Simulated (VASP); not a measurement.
# Tl (I4/mmm) in VASP: a series of runs

Runs on Tl. Level: PBEsol. Tasks: single point.

Program: VASP 6.6.1. These are calculated values, not measurements. Logs are shortened: lines on timing, memory, paths and dates and some standing lists are left out, and cuts for length are marked.

## Step 1: The cell of the first run

The structure is tetragonal, space group I4/mmm (No. 139). Conventional cell: a = 4.076 Å, b = 4.076 Å, c = 3.688 Å, α = 90.00°, β = 90.00°, γ = 90.00°. Within 4.5 Å of Tl (site symmetry 4/mmm) lie 14 Tl at 3.42 to 4.08 Å.

## Step 2: Single point, PBEsol (strain +0.050 along x and y, -0.050 along z)

INCAR

```
ALGO     = Fast           # electronic algorithm
EDIFF    = 1E-6           # SCF threshold, eV
ENCUT    = 520            # plane-wave cutoff, eV
GGA      = PS             # functional
ISIF     = 2              # what is computed and relaxed
ISMEAR   = 0              # smearing method
LASPH    = True           # aspherical terms in the spheres
LCHARG   = False          # write CHGCAR
LREAL    = False          # projectors in reciprocal space
LWAVE    = False          # write WAVECAR
NBANDS   = 12             # bands
NELM     = 80             # most SCF steps
PREC     = Accurate       # precision mode
SIGMA    = 0.15           # smearing width, eV
```

KPOINTS

```
k-points
0
Gamma
  18 18 18
```

POSCAR

```
Tl
1.0
   -2.0380500000      2.0380500000      1.8439500000
    2.0380500000     -2.0380500000      1.8439500000
    2.0380500000      2.0380500000     -1.8439500000
Tl
1
Direct
    0.0000000000      0.0000000000      0.0000000000
```

Potentials or basis: VASP PAW PBE potentials, release 64 (Tl_d).

Run with:

```console
cat potpaw_PBE.64/Tl_d/POTCAR > POTCAR
mpirun -np 1 vasp_std > vasp.out
```

OUTCAR:

```text
EDIFF = 1E-6
   ENCUT = 520
   GGA = PS
   ISIF = 2
   ISMEAR = 0
   LASPH = True
   LREAL = False
   NELM = 80
   PREC = Accurate

 ion  position               nearest neighbor table
   1  0.000  0.000  0.000-

  LATTYP: Found a body centered tetragonal cell.
 ALAT       =     4.0761000000
 C/A-ratio  =     0.9047619048

  Lattice vectors:

 A1 = (  -2.0380500000,   2.0380500000,   1.8439500000)
 A2 = (   2.0380500000,  -2.0380500000,   1.8439500000)
 A3 = (   2.0380500000,   2.0380500000,  -1.8439500000)

Analysis of symmetry for initial positions (statically):
=====================================================================
 Subroutine PRICEL returns:
 Original cell was already a primitive cell.

 Routine SETGRP: Setting up the symmetry group for a
 body centered tetragonal supercell.

 Subroutine GETGRP returns: Found 16 space group operations
 (whereof 16 operations were pure point group operations)
 out of a pool of 16 trial point group operations.

The static configuration has the point symmetry D_4h.

Analysis of symmetry for dynamics (positions and initial velocities):
=====================================================================
 Subroutine PRICEL returns:
 Original cell was already a primitive cell.

 Routine SETGRP: Setting up the symmetry group for a
 body centered tetragonal supercell.

 Subroutine GETGRP returns: Found 16 space group operations
 (whereof 16 operations were pure point group operations)
 out of a pool of 16 trial point group operations.

The dynamic configuration has the point symmetry D_4h.

 Subroutine INISYM returns: Found 16 space group operations
 (whereof 16 operations are pure point group operations),
 and found     1 'primitive' translations

----------------------------------------------------------------------------------------

                                     Primitive cell

  volume of cell :      30.6365

  direct lattice vectors                    reciprocal lattice vectors
    -2.038050000  2.038050000  1.843950000     0.000000000  0.245332548  0.271157027
     2.038050000 -2.038050000  1.843950000     0.245332548  0.000000000  0.271157027
     2.038050000  2.038050000 -1.843950000     0.245332548  0.245332548  0.000000000

  length of vectors
     3.421614708  3.421614708  3.421614708     0.365669513  0.365669513  0.346952617

  position of ions in fractional coordinates (direct lattice)
     0.000000000  0.000000000  0.000000000

  ion indices of the primitive-cell ions
   primitive index   ion index
                 1           1

----------------------------------------------------------------------------------------

 KPOINTS: k-points

Automatic generation of k-mesh.
 Grid dimensions read from file:
 generate k-points for:   18   18   18

 Generating k-lattice:

  Cartesian coordinates                     Fractional coordinates (reciprocal lattice)
     0.000000000  0.013629586  0.015064279     0.055555556  0.000000000  0.000000000
     0.013629586  0.000000000  0.015064279     0.000000000  0.055555556  0.000000000
     0.013629586  0.013629586  0.000000000     0.000000000  0.000000000  0.055555556

  Length of vectors
     0.020314973  0.020314973  0.019275145

  Shift w.r.t. Gamma in fractional coordinates (k-lattice)
     0.000000000  0.000000000  0.000000000

 Subroutine IBZKPT returns following result:
 ===========================================

 Found    480 irreducible k-points:

 Following reciprocal coordinates:
            Coordinates               Weight
  0.000000  0.000000  0.000000      1.000000
  0.055556  0.000000  0.000000      8.000000
  0.111111  0.000000  0.000000      8.000000
  0.166667  0.000000  0.000000      8.000000
  0.222222  0.000000 -0.000000      8.000000
  0.277778  0.000000  0.000000      8.000000
[... 16 lines left out ...]
 -0.277778  0.055556  0.000000     16.000000
 -0.222222  0.055556  0.000000     16.000000
 [... further k-points ...]
   k-points           NKPTS =    480   k-points in BZ     NKDIM =    480   number of bands    NBANDS=     12
   number of dos      NEDOS =    301   number of ions     NIONS =      1
   total plane-waves  NPLWV =  21952
   dimension x,y,z NGX =    28 NGY =   28 NGZ =   28
   dimension x,y,z NGXF=    56 NGYF=   56 NGZF=   56
   ions per type =               1
   NGX,Y,Z   is equivalent  to a cutoff of  13.60, 13.60, 13.60 a.u.
   NGXF,Y,Z  is equivalent  to a cutoff of  27.21, 27.21, 27.21 a.u.
 SYSTEM =  unknown system
   PREC   = accura    normal or accurate (medium, high low for compatibility)
   ISTART =      0    job   : 0-new  1-cont  2-samecut
   ICHARG =      2    charge: 1-file 2-atom 10-const
   ISPIN  =      1    spin polarized calculation?
   LNONCOLLINEAR =      F non collinear calculations
   LSORBIT =      F    spin-orbit coupling
   LASPH  =      T    aspherical Exc in radial PAW
   ENCUT  =  520.0 eV  38.22 Ry    6.18 a.u.   6.36  6.36  6.36*2*pi/ulx,y,z
   NELM   =     80;   NELMIN=  2; NELMDL= -5     # of ELM steps
   EDIFF  = 0.1E-05   stopping-criterion for ELM
   LREAL  =      F    real-space projection
   EDIFFG = 0.1E-04   stopping-criterion for IOM
   NSW    =      0    number of steps for IOM
   IBRION =     -1    ionic relax: 0-MD 1-quasi-New 2-CG
   NFREE  =      0    steps in history (QN), initial steepest desc. (CG)
   ISIF   =      2    stress and relaxation
   ISYM   =      2    0-nonsym 1-usesym 2-fastsym
   POTIM  = 0.5000    time-step for ionic-motion
   TEBEG  =    0.0;   TEEND  =   0.0 temperature during run
   PSTRESS=    0.0 pullay stress
   NELECT =      13.0000    total number of electrons
   NUPDOWN=      -1.0000    fix difference up-down
   EMIN   =  10.00;   EMAX   =-10.00  energy-range for DOS
   EFERMI =   0.00;   METHOD = LEGACY
   ISMEAR =     0;   SIGMA  =   0.15  broadening in eV -4-tet -1-fermi 0-gaus
   EFERMI_NEDOS =   21; number of points for ismear=-14 and -15
   IALGO  =     68    algorithm
   IMIX   =      4    mixing-type and parameters
     AMIX     =   0.40;   BMIX     =  1.00
     AMIX_MAG =   1.60;   BMIX_MAG =  1.00
  volume/ion in A,a.u.               =      30.64       206.75
  Fermi-wavevector in a.u.,A,eV,Ry     =   1.230202  2.324744 20.591008  1.513396
  Thomas-Fermi vector in A             =   2.365059
   LORBIT       =      0    0 simple, 1 ext, 2 COOP (PROOUT), +10 PAW based schemes
   GGA     = PS    functional components
   LHFCALC =     F    Hartree Fock is set to
   AEXX    =    0.0000 exact exchange contribution
   IVDW    =     0    specifies the selected vdW correction
   LEPSILON=     F    determine dielectric tensor
   LRPA    =     F    only Hartree local field effects (RPA)
 non-spin polarized calculation
 RMM-DIIS sequential band-by-band and
 Gauss-broadening in eV      SIGMA  =   0.15
  energy-cutoff  :      520.00
  volume of cell :       30.64
 maximum number of plane-waves:       847
 NGX is ok and might be reduce to    28
   NGX = 13   NGY = 13   NGZ = 13

 number of electron      13.0000001 magnetization

 Free energy of the ion-electron system (eV)
  ---------------------------------------------------
  ext. energy  EPLUGINS =         0.00000000
  ---------------------------------------------------
  free energy    TOTEN  =        -2.61179705 eV

  energy without entropy =       -2.60702196  energy(sigma->0) =       -2.60940950

 E-fermi :   5.6935     XC(G=0): -10.0266

 val. band max:        5.6916965790   @ k =  -0.4444   0.2778   0.0000
 cond. band min:       5.6969254823   @ k =  -0.4444   0.4444   0.3333
 fundamental gap:      0.0052289032
 Fermi energy:         5.6935377476

 k-point     1 :       0.0000    0.0000    0.0000
  band No.  band energies     occupation
      1      -5.9005      2.00000
      2      -5.7789      2.00000
      3      -5.7789      2.00000
      4      -5.5429      2.00000
      5      -5.4200      2.00000
      6      -3.9278      2.00000
      7      15.2144      0.00000
      8      15.2144      0.00000
      9      16.4614      0.00000
     10      17.8942      0.00000
     11      17.8942      0.00000
     12      18.7643      0.00000

 k-point     2 :       0.0556    0.0000    0.0000
  band No.  band energies     occupation
      1      -5.8936      2.00000
      2      -5.7768      2.00000
      3      -5.7740      2.00000
      4      -5.5400      2.00000
      5      -5.4250      2.00000
      6      -3.8597      2.00000
      7      14.8613      0.00000
      8      14.9994      0.00000
      9      15.9404      0.00000
     10      17.5985      0.00000
     11      17.7552      0.00000
     12      18.5159      0.00000

 k-point     3 :       0.1111    0.0000    0.0000
  band No.  band energies     occupation
      1      -5.8853      2.00000
      2      -5.7741      2.00000
      3      -5.7481      2.00000
      4      -5.5313      2.00000
      5      -5.4386      2.00000
      6      -3.6530      2.00000
      7      13.6875      0.00000
      8      14.4486      0.00000
      9      15.0412      0.00000
     10      17.0288      0.00000
     11      17.4404      0.00000
     12      18.4347      0.00000
[... 286 lines left out ...]
 k-point    23 :      -0.2778    0.0556    0.0000
  band No.  band energies     occupation
      1      -5.9225      2.00000
      2      -5.8092      2.00000
      3      -5.5439      2.00000
      4      -5.5007      2.00000
      5      -5.4732      2.00000
      6      -2.4914      2.00000
      7       9.3130      0.00000
      8      12.0279      0.00000
      9      13.3378      0.00000
     10      15.9286      0.00000
     11      17.3157      0.00000
     12      19.5924      0.00000

 k-point    24 :      -0.2222    0.0556    0.0000
  band No.  band energies     occupation
      1      -5.8979      2.00000
      2      -5.7848      2.00000
      3      -5.6339      2.00000
      4      -5.5279      2.00000
      5      -5.4600      2.00000
      6      -3.0496      2.00000
      7      10.9965      0.00000
      8      12.7957      0.00000
      9      13.9871      0.00000
     10      16.3261      0.00000
     11      17.6583      0.00000
     12      19.0366      0.00000

 [... further k-points ...]

------------------------ aborting loop because EDIFF is reached ----------------------------------------

  FORCE on cell =-STRESS in cart. coord.  units (eV):
  Direction    XX          YY          ZZ          XY          YZ          ZX
  --------------------------------------------------------------------------------------
  -------------------------------------------------------------------------------------
  Total       -0.4541913     -0.4541913     -0.3156652      0.0000000      0.0000000      0.0000000
  in kB      -23.7525670    -23.7525670    -16.5081541      0.0000000      0.0000000      0.0000000
  external PRESSURE =     -21.3377627 kB  Pullay stress =       0.0000000 kB

 VOLUME and BASIS-vectors are now :
 -----------------------------------------------------------------------------
  energy-cutoff  :      520.00
  volume of cell :       30.64
      direct lattice vectors                 reciprocal lattice vectors
    -2.038050000  2.038050000  1.843950000     0.000000000  0.245332548  0.271157027
     2.038050000 -2.038050000  1.843950000     0.245332548  0.000000000  0.271157027
     2.038050000  2.038050000 -1.843950000     0.245332548  0.245332548  0.000000000

 POSITION                                       TOTAL-FORCE (eV/Angst)
 -----------------------------------------------------------------------------------
      0.00000      0.00000      0.00000         0.000000      0.000000      0.000000
 -----------------------------------------------------------------------------------
    total drift:                               -0.000000     -0.000000     -0.000000

  FREE ENERGIE OF THE ION-ELECTRON SYSTEM (eV)
  ---------------------------------------------------
  free  energy   TOTEN  =        -2.6117970473 eV

  energy  without entropy=       -2.6070219603  energy(sigma->0) =       -2.60940950
```

Wall time 59 s (1 thread of Intel Xeon 6975P-C (Granite Rapids), shared host); peak memory 0.29 GiB.

Results:

| Quantity | Value |
| --- | --- |
| Free energy | -2.6118 eV |
| Pressure | -2.1 GPa |
| Band gap on the k mesh | zero (an odd number of electrons rules out a gap without spin polarisation) |

Stress tensor (GPa, compression positive):
```
-2.38  0.00  0.00
 0.00 -2.38  0.00
 0.00  0.00 -1.65
```

Levels at points of the mesh, in eV from the Fermi level:
| k point | band 2 | band 3 | band 4 | band 5 | band 6 | band 7 | band 8 | band 9 | band 10 | band 11 |
| --- | --- | --- | --- | --- | --- | --- | --- | --- | --- | --- |
| (0.00, 0.00, 0.00) | -11.47 | -11.47 | -11.24 | -11.11 | -9.62 | 9.52 | 9.52 | 10.77 | 12.20 | 12.20 |
| (0.50, 0.00, 0.00) | -11.65 | -11.19 | -11.08 | -10.92 | -4.85 | -2.39 | 5.17 | 6.39 | 9.07 | 10.37 |
| (0.50, 0.50, 0.00) | -11.59 | -11.27 | -11.19 | -10.93 | -5.44 | -2.68 | 6.49 | 8.06 | 10.75 | 11.86 |
| (0.50, 0.50, 0.50) | -11.68 | -10.99 | -10.99 | -10.95 | -2.15 | 0.84 | 0.84 | 2.74 | 5.73 | 7.10 |

Caveat: the cell differs from its parent crystal (strain +0.050 along x and y, -0.050 along z); the PAW data sets were made with another functional, which shifts forces and pressure a little; spin-orbit coupling is left out, which moves the levels of the heavy elements.

## Step 3: Single point, PBEsol (strain +0.050 along x and y, -0.025 along z)

INCAR

```
SYSTEM = Tl
PREC     = Accurate       ! precision mode
ENCUT    = 520            ! plane-wave cutoff, eV
EDIFF    = 1E-6           ! SCF threshold, eV
ISMEAR   = 0              ! smearing method
SIGMA    = 0.15           ! smearing width, eV
LREAL    = .FALSE.        ! projectors in reciprocal space
LASPH    = .TRUE.         ! aspherical terms in the spheres
NELM     = 100            ! most SCF steps
ALGO     = Fast           ! electronic algorithm
ISIF     = 2              ! what is computed and relaxed
LWAVE    = .FALSE.        ! write WAVECAR
LCHARG   = .FALSE.        ! write CHGCAR
GGA      = PS             ! functional
NBANDS   = 12             ! bands
```

KPOINTS

```
regular mesh
0
G
  18 18 18
  0 0 0
```

POSCAR

```
Tl
1.0
   -2.0380500000      2.0380500000      1.8924750000
    2.0380500000     -2.0380500000      1.8924750000
    2.0380500000      2.0380500000     -1.8924750000
Tl
1
Direct
    0.0000000000      0.0000000000      0.0000000000
```

Potentials or basis: VASP PAW PBE potentials, release 64 (Tl_d).

Run with:

```console
cat potpaw_PBE.64/Tl_d/POTCAR > POTCAR
mpirun -np 1 vasp_std > vasp.out
```

Run time: 58 s. Hardware: 1 thread of Intel Xeon 6975P-C (Granite Rapids), shared host; peak memory 0.29 GiB.

The run converged. Its results:

```yaml
Free_energy: -2.6019 eV
Pressure: -2.7 GPa
Band_gap_on_the_k_mesh: zero (an odd number of electrons rules out a gap without spin polarisation)
```

Stress tensor (GPa, compression positive):
```
-2.90  0.00  0.00
 0.00 -2.90  0.00
 0.00  0.00 -2.42
```

Levels at points of the mesh, in eV from the Fermi level:
| k point | band 2 | band 3 | band 4 | band 5 | band 6 | band 7 | band 8 | band 9 | band 10 | band 11 |
| --- | --- | --- | --- | --- | --- | --- | --- | --- | --- | --- |
| (0.00, 0.00, 0.00) | -11.47 | -11.47 | -11.21 | -11.12 | -9.46 | 9.49 | 9.49 | 10.28 | 12.02 | 12.02 |
| (0.50, 0.00, 0.00) | -11.61 | -11.19 | -11.10 | -10.93 | -4.94 | -2.34 | 5.14 | 6.42 | 8.99 | 10.30 |
| (0.50, 0.50, 0.00) | -11.58 | -11.24 | -11.18 | -10.94 | -5.35 | -2.55 | 6.08 | 7.63 | 10.19 | 11.38 |
| (0.50, 0.50, 0.50) | -11.64 | -10.99 | -10.99 | -10.97 | -2.21 | 0.99 | 0.99 | 2.35 | 5.78 | 6.72 |

Caveat: the cell differs from its parent crystal (strain +0.050 along x and y, -0.025 along z); the PAW data sets were made with another functional, which shifts forces and pressure a little; spin-orbit coupling is left out, which moves the levels of the heavy elements.

The gap in the log of VASP goes by the Fermi energy; the results here count the filled bands.